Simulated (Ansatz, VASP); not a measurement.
**One calculation of AlGaN2, two programs**

Contents of POSCAR:

```
AlGaN2
1.0
    3.2351033602      0.0000000000      0.0000000000
    0.0000000000      3.2351033602      0.0000000000
    0.0000000000      0.0000000000      4.4901955091
Al Ga N
1 1 2
Direct
    0.5000000000      0.5000000000      0.5000000000
    0.0000000000      0.0000000000      0.0000000000
    0.5000000000      0.0000000000      0.7382648100
    0.0000000000      0.5000000000      0.2617351900
```

The input INCAR.step1:

```
PREC = Accurate ; ENCUT = 520
ISMEAR = 0 ; SIGMA = 0.05
LREAL = F ; LASPH = T
NELM = 100 ; NBANDS = 21
GGA = PE ; ALGO = Normal
EDIFF = 1E-4 ; LWAVE = T
LCHARG = F
```

Contents of INCAR.step2:

```
PREC = Accurate ; ENCUT = 520
EDIFF = 1E-7 ; ISMEAR = 0
SIGMA = 0.05 ; LREAL = F
LASPH = T ; NELM = 100
ALGO = Normal ; ISIF = 2
LWAVE = F ; LCHARG = F
METAGGA = R2SCAN ; LMIXTAU = T
NBANDS = 21 ; ISTART = 1
```

The input KPOINTS:

```
regular mesh
0
Gamma
  8 8 6
```

Input for Ansatz:

```yaml
crystal:
  lattice:
    - [3.2351033602, 0.0, 0.0]
    - [0.0, 3.2351033602, 0.0]
    - [0.0, 0.0, 4.4901955091]
  atoms:
    - { symbol: Al, position: [0.5, 0.5, 0.5] }
    - { symbol: Ga, position: [0.0, 0.0, 0.0] }
    - { symbol: "N", position: [0.5, 0.0, 0.73826481] }
    - { symbol: "N", position: [0.0, 0.5, 0.26173519] }
basis:
  ecutwfc: 500
kpoints:
  mp_grid: { grid: [8, 8, 6] }
hamiltonian:
  xc: r2scan
scf:
  occupations: { method: gaussian, width: 0.05 }
output:
  forces: true
  stress: true
  eigenvalues: true
```

Change from the starting cell: strain +0.030 along x and y, +0.015 along z, atoms carried along.

Alike in both runs: task single point; functional r2SCAN; k mesh 8 × 8 × 6; occupations gaussian, width 0.05 eV; no spin polarisation.

|  | VASP | Ansatz |
| --- | --- | --- |
| version | VASP 6.6.1 | Ansatz 0.2.0 |
| potentials or method | VASP PAW PBE potentials, release 64 (Al, Ga_d, N), cutoff 520 eV | scalar-relativistic, plane waves, PAW |
| valence electrons in the cell | 26 | 26 |

|  | VASP | Ansatz | Ansatz less VASP |
| --- | --- | --- | --- |
| gap on the k mesh at the Fermi level (eV) | 2.82 | 2.81 | -0.010 |
| least direct gap on the mesh (eV) | 2.82 | 2.81 | -0.010 |
| pressure (GPa) | -13.0 | -13.2 | -0.24 |
| traceless stress, the component that is largest in VASP (GPa) | 1.43 | 1.45 | +0.012 |
| rms of the force components (eV/Å) | 0.007 | 0.024 | +0.0170 |

VASP's potentials were made for PBE, not for r2SCAN. Atom by atom the forces differ by 0.031 eV/Å (rms over components).
